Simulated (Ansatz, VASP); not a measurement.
# MoS2: VASP beside Ansatz

```
Mo S
1.0
     3.09891    0.00000    0.00000
    -1.54946    2.68374    0.00000
     0.00000    0.00000    6.86732
Mo S
1 2
Cartesian
  0.0000 0.0000 0.0000
  0.0000 1.7892 1.6184
  0.0000 1.7892 5.2489
```

Alike in both runs: task single point; functional PBE; dispersion D3(BJ); k mesh 12 × 12 × 6; occupations gaussian, width 0.05 eV; no spin polarisation.

|  | VASP | Ansatz |
| --- | --- | --- |
| version | VASP 6.6.1 | Ansatz 0.2.0 |
| potentials or method | VASP PAW PBE potentials, release 64 (Mo_sv, S), cutoff 520 eV | scalar-relativistic, plane waves, PAW |
| valence electrons in the cell | 26 | 26 |

Ansatz gave:

```
gap on the k mesh at the Fermi level (eV)                     : 1.39
least direct gap on the mesh (eV)                             : 2.02
pressure (GPa)                                                : -0.5
traceless stress, the component that is largest in VASP (GPa) : -5.66
rms of the force components (eV/Å)                            : 0.276
```

**Question.** Which values does VASP return?

**Answer.** gap on the k mesh at the Fermi level (eV): 1.39; least direct gap on the mesh (eV): 2.02; pressure (GPa): -0.6; traceless stress, the component that is largest in VASP (GPa): -5.70; rms of the force components (eV/Å): 0.282.

Atom by atom the forces differ by 0.005 eV/Å (rms over components).
